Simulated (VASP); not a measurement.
# HfSiO4 (I4_1/amd) in VASP: relaxation of the atoms with PBE

Aim: the relaxation of the atoms of HfSiO4 with PBE.

All numbers are computed with VASP 6.6.1; they aren't measurements. Logs are shortened: lines on timing, memory, paths and dates and some standing lists are left out, and cuts for length are marked.

## 1. The cell of the first run

It takes space group I4_1/amd (No. 141, tetragonal). The conventional cell has a = 6.572 Å, b = 6.572 Å, c = 5.963 Å, α = 90.00°, β = 90.00°, γ = 90.00°. Within 2.8 Å of Hf (site symmetry -4m2) lie 8 O at 2.11 to 2.26 Å. Within 2.2 Å of Si (site symmetry -4m2) lie 4 O at 1.62 Å. O (site symmetry m) has 1 Si at 1.62 Å and 1 Hf at 2.11 Å within 2.2 Å.

## 2. Relaxation of the atoms, PBE

The input, INCAR:

```
PREC = Accurate
ENCUT = 520
EDIFF = 1E-6
ISMEAR = -1
SIGMA = 0.02
LREAL = False
LASPH = True
NELM = 80
ALGO = Normal
ISIF = 2
LWAVE = False
LCHARG = False
GGA = PE
IBRION = 2
NSW = 80
EDIFFG = -0.02
```

The input, KPOINTS:

```
Automatic mesh
0
Gamma
  5 5 5
```

The input, POSCAR:

```
HfSiO4
1.0
   -3.2862500000      3.2862500000      2.9816000000
    3.2862500000     -3.2862500000      2.9816000000
    3.2862500000      3.2862500000     -2.9816000000
Hf Si O
2 2 8
Direct
    0.7500000000      0.2500000000      0.5000000000
    0.0000000000      0.0000000000      0.0000000000
    0.2500000000      0.7500000000      0.5000000000
    0.5000000000      0.5000000000      0.0000000000
    0.1353000000      0.3198000000      0.8155000000
    0.0698000000      0.7543000000      0.6845000000
    0.5043000000      0.3198000000      0.1845000000
    0.0698000000      0.3853000000      0.3155000000
    0.6147000000      0.9302000000      0.6845000000
    0.6802000000      0.8647000000      0.1845000000
    0.2457000000      0.9302000000      0.3155000000
    0.6802000000      0.4957000000      0.8155000000
```

Potentials or basis: VASP PAW PBE potentials, release 64 (Hf_pv, Si, O).

Run with:

```
$ cat potpaw_PBE.64/Hf_pv/POTCAR potpaw_PBE.64/Si/POTCAR potpaw_PBE.64/O/POTCAR > POTCAR
$ mpirun -np 1 vasp_std > vasp.out
```

OUTCAR:

```text
PREC = Accurate
   ENCUT = 520
   EDIFF = 1E-6
   ISMEAR = -1
   LREAL = False
   LASPH = True
   NELM = 80
   ISIF = 2
   GGA = PE
   IBRION = 2
   NSW = 80
   EDIFFG = -0.02

 ion  position               nearest neighbor table
   1  0.750  0.250  0.500-   5 2.11   7 2.11  10 2.11  12 2.11   9 2.26   6 2.26   8 2.26  11 2.26
                             3 2.98   3 2.98   2 3.61   2 3.61   2 3.61   2 3.61
   2  0.000  0.000  0.000-   6 2.11   8 2.11   9 2.11  11 2.11   7 2.26  10 2.26   5 2.26  12 2.26
                             4 2.98   4 2.98   1 3.61   1 3.61   1 3.61   1 3.61
   3  0.250  0.750  0.500-   6 1.62   8 1.62   9 1.62  11 1.62   1 2.98   1 2.98
   4  0.500  0.500  0.000-   5 1.62   7 1.62  10 1.62  12 1.62   2 2.98   2 2.98
   5  0.135  0.320  0.816-   4 1.62   1 2.11   2 2.26
   6  0.070  0.754  0.684-   3 1.62   2 2.11   1 2.26
   7  0.504  0.320  0.184-   4 1.62   1 2.11   2 2.26
   8  0.070  0.385  0.316-   3 1.62   2 2.11   1 2.26
   9  0.615  0.930  0.684-   3 1.62   2 2.11   1 2.26
  10  0.680  0.865  0.184-   4 1.62   1 2.11   2 2.26
  11  0.246  0.930  0.316-   3 1.62   2 2.11   1 2.26
  12  0.680  0.496  0.816-   4 1.62   1 2.11   2 2.26

  LATTYP: Found a body centered tetragonal cell.
 ALAT       =     6.5725000000
 C/A-ratio  =     0.9072955496

  Lattice vectors:

 A1 = (  -3.2862500000,   3.2862500000,   2.9816000000)
 A2 = (   3.2862500000,  -3.2862500000,   2.9816000000)
 A3 = (   3.2862500000,   3.2862500000,  -2.9816000000)

Analysis of symmetry for initial positions (statically):
=====================================================================
 Subroutine PRICEL returns:
 Original cell was already a primitive cell.

 Routine SETGRP: Setting up the symmetry group for a
 body centered tetragonal supercell.

 Subroutine GETGRP returns: Found 16 space group operations
 (whereof  8 operations were pure point group operations)
 out of a pool of 16 trial point group operations.

The static configuration has the point symmetry D_2d.
 The point group associated with its full space group is D_4h.

Analysis of symmetry for dynamics (positions and initial velocities):
=====================================================================
 Subroutine PRICEL returns:
 Original cell was already a primitive cell.

 Routine SETGRP: Setting up the symmetry group for a
 body centered tetragonal supercell.

 Subroutine GETGRP returns: Found 16 space group operations
 (whereof  8 operations were pure point group operations)
 out of a pool of 16 trial point group operations.

The dynamic configuration has the point symmetry D_2d.
 The point group associated with its full space group is D_4h.

 Subroutine INISYM returns: Found 16 space group operations
 (whereof  8 operations are pure point group operations),
[... 102 lines left out ...]
   ICHARG =      2    charge: 1-file 2-atom 10-const
   ISPIN  =      1    spin polarized calculation?
   LNONCOLLINEAR =      F non collinear calculations
   LSORBIT =      F    spin-orbit coupling
   LASPH  =      T    aspherical Exc in radial PAW
   ENCUT  =  520.0 eV  38.22 Ry    6.18 a.u.  10.27 10.27 10.27*2*pi/ulx,y,z
   NELM   =     80;   NELMIN=  2; NELMDL= -5     # of ELM steps
   EDIFF  = 0.1E-05   stopping-criterion for ELM
   LREAL  =      F    real-space projection
   EDIFFG = -.2E-01   stopping-criterion for IOM
   NSW    =     80    number of steps for IOM
   IBRION =      2    ionic relax: 0-MD 1-quasi-New 2-CG
   NFREE  =      1    steps in history (QN), initial steepest desc. (CG)
   ISIF   =      2    stress and relaxation
   ISYM   =      2    0-nonsym 1-usesym 2-fastsym
   POTIM  = 0.5000    time-step for ionic-motion
   TEBEG  =    0.0;   TEEND  =   0.0 temperature during run
   PSTRESS=    0.0 pullay stress
   NELECT =      76.0000    total number of electrons
   NUPDOWN=      -1.0000    fix difference up-down
   EMIN   =  10.00;   EMAX   =-10.00  energy-range for DOS
   EFERMI =   0.00;   METHOD = LEGACY
   ISMEAR =    -1;   SIGMA  =   0.02  broadening in eV -4-tet -1-fermi 0-gaus
   EFERMI_NEDOS =   21; number of points for ismear=-14 and -15
   IALGO  =     38    algorithm
   IMIX   =      4    mixing-type and parameters
     AMIX     =   0.40;   BMIX     =  1.00
     AMIX_MAG =   1.60;   BMIX_MAG =  1.00
  volume/ion in A,a.u.               =      10.73        72.43
  Fermi-wavevector in a.u.,A,eV,Ry     =   1.373122  2.594825 25.653301  1.885464
  Thomas-Fermi vector in A             =   2.498668
   LORBIT       =      0    0 simple, 1 ext, 2 COOP (PROOUT), +10 PAW based schemes
   GGA     = PE    functional components
   LHFCALC =     F    Hartree Fock is set to
   AEXX    =    0.0000 exact exchange contribution
   IVDW    =     0    specifies the selected vdW correction
   LEPSILON=     F    determine dielectric tensor
   LRPA    =     F    only Hartree local field effects (RPA)
 conjugate gradient relaxation of ions
 non-spin polarized calculation
  energy-cutoff  :      520.00
  volume of cell :      128.80
 maximum number of plane-waves:      3483
 NGX is ok and might be reduce to    42
   NGX = 21   NGY = 21   NGZ = 21

--------------------------------------- Ionic step        1  -------------------------------------------

 number of electron      76.0000001 magnetization

 Free energy of the ion-electron system (eV)
  ---------------------------------------------------
  ext. energy  EPLUGINS =         0.00000000
  ---------------------------------------------------
  free energy    TOTEN  =      -108.59772237 eV

  energy without entropy =     -108.59772237  energy(sigma->0) =     -108.59772237

------------------------ aborting loop because EDIFF is reached ----------------------------------------

  FORCE on cell =-STRESS in cart. coord.  units (eV):
  Direction    XX          YY          ZZ          XY          YZ          ZX
  --------------------------------------------------------------------------------------
  -------------------------------------------------------------------------------------
  Total        4.3585753      4.3585753      5.2885046      0.0000000      0.0000000      0.0000000
  in kB       54.2181345     54.2181345     65.7859114      0.0000000      0.0000000      0.0000000
  external PRESSURE =      58.0740602 kB  Pullay stress =       0.0000000 kB
[... 79 lines left out ...]
--------------------------------------- Ionic step        3  -------------------------------------------

 number of electron      76.0000001 magnetization

 Free energy of the ion-electron system (eV)
  ---------------------------------------------------
  ext. energy  EPLUGINS =         0.00000000
  ---------------------------------------------------
  free energy    TOTEN  =      -108.61767087 eV

  energy without entropy =     -108.61767087  energy(sigma->0) =     -108.61767087

 E-fermi :   3.7073     XC(G=0): -11.0978

 val. band max:        3.3127788929   @ k =   0.0000   0.0000   0.0000
 cond. band min:       8.7565159448   @ k =   0.2000   0.2000   0.2000
 fundamental gap:      5.4437370519
 Fermi energy:         3.7072811496

 k-point     1 :       0.0000    0.0000    0.0000
  band No.  band energies     occupation
      1     -25.9778      2.00000
      2     -25.9778      2.00000
      3     -25.9035      2.00000
      4     -25.8912      2.00000
      5     -25.7955      2.00000
      6     -25.7955      2.00000
[... 892 lines left out ...]
  FREE ENERGIE OF THE ION-ELECTRON SYSTEM (eV)
  ---------------------------------------------------
  free  energy   TOTEN  =      -108.6176708729 eV

  energy  without entropy=     -108.6176708729  energy(sigma->0) =     -108.61767087

 reached required accuracy - stopping structural energy minimisation
```

OSZICAR:

```text
N       E                     dE             d eps       ncg     rms          rms(c)
DAV:   1     0.500701813255E+03    0.50070E+03   -0.42966E+04  1620   0.165E+03
DAV:   2    -0.957360967080E+02   -0.59644E+03   -0.58546E+03  2072   0.397E+02
DAV:   3    -0.125271574770E+03   -0.29535E+02   -0.29462E+02  1880   0.893E+01
[... 27 lines left out ...]
DAV:   4    -0.108617684470E+03    0.13195E-03   -0.45579E-03  1996   0.329E-01    0.160E-01
DAV:   5    -0.108617673695E+03    0.10776E-04   -0.77013E-04  1952   0.124E-01    0.413E-02
DAV:   6    -0.108617671959E+03    0.17354E-05   -0.17702E-05  1910   0.216E-02    0.174E-02
DAV:   7    -0.108617671639E+03    0.32018E-06   -0.12496E-05  1976   0.139E-02    0.844E-03
DAV:   8    -0.108617670873E+03    0.76625E-06   -0.29347E-06  1515   0.779E-03
   3 F= -.10861767E+03 E0= -.10861767E+03  d E =-.199485E-01
```

It took 6.2 min on 1 thread of Oxide Virtual Turin-like, shared host; peak memory 0.27 GiB.

What came out:

```yaml
Free_energy: -108.6177 eV
Energy_gained_by_relaxing: 1.7 meV/atom
Ionic_steps: 3
Pressure_after_relaxing: 5.0 GPa
Largest_force_after_relaxing: 0.020 eV/Å
Band_gap_on_the_k_mesh: 5.44 eV, indirect (least direct gap 5.83 eV)
```

Forces in eV/Å, atoms in the order of the input:
```
Hf   0.000  0.000  0.000
Hf   0.000  0.000  0.000
Si   0.000  0.000  0.000
Si   0.000  0.000  0.000
O    0.000  0.012 -0.016
O   -0.012  0.000 -0.016
O    0.000 -0.012 -0.016
O    0.012  0.000 -0.016
O    0.000 -0.012  0.016
O   -0.012  0.000  0.016
O    0.000  0.012  0.016
O    0.012  0.000  0.016
```

The path:
```
step  energy change (eV)  largest force (eV/Å)  pressure (GPa)
   1              0.0000                0.5300            5.81
   2              0.0366                0.8722            3.95
   3             -0.0199                0.0199            5.03
```

Final structure:
```xyz
12
Lattice="-3.2862 3.2862 2.9816 3.2862 -3.2862 2.9816 3.2862 3.2862 -2.9816" Properties=species:S:1:pos:R:3 pbc="T T T"
Hf    0.0000    3.2862    1.4908
Hf    0.0000    0.0000    0.0000
Si    3.2862    0.0000    1.4908
Si    0.0000    0.0000    2.9816
O     3.2862    2.0663   -1.0806
O     4.5062    0.0000    0.4102
O     0.0000    1.2199    1.9010
O     2.0663    0.0000    0.4102
O     3.2862    1.2199    2.5714
O     1.2199    0.0000    4.0622
O     3.2862   -1.2199    2.5714
O     2.0663    3.2862    1.0806
```

Caveat: spin-orbit coupling is left out, which moves the levels of the heavy elements. A k mesh can miss the band edges.
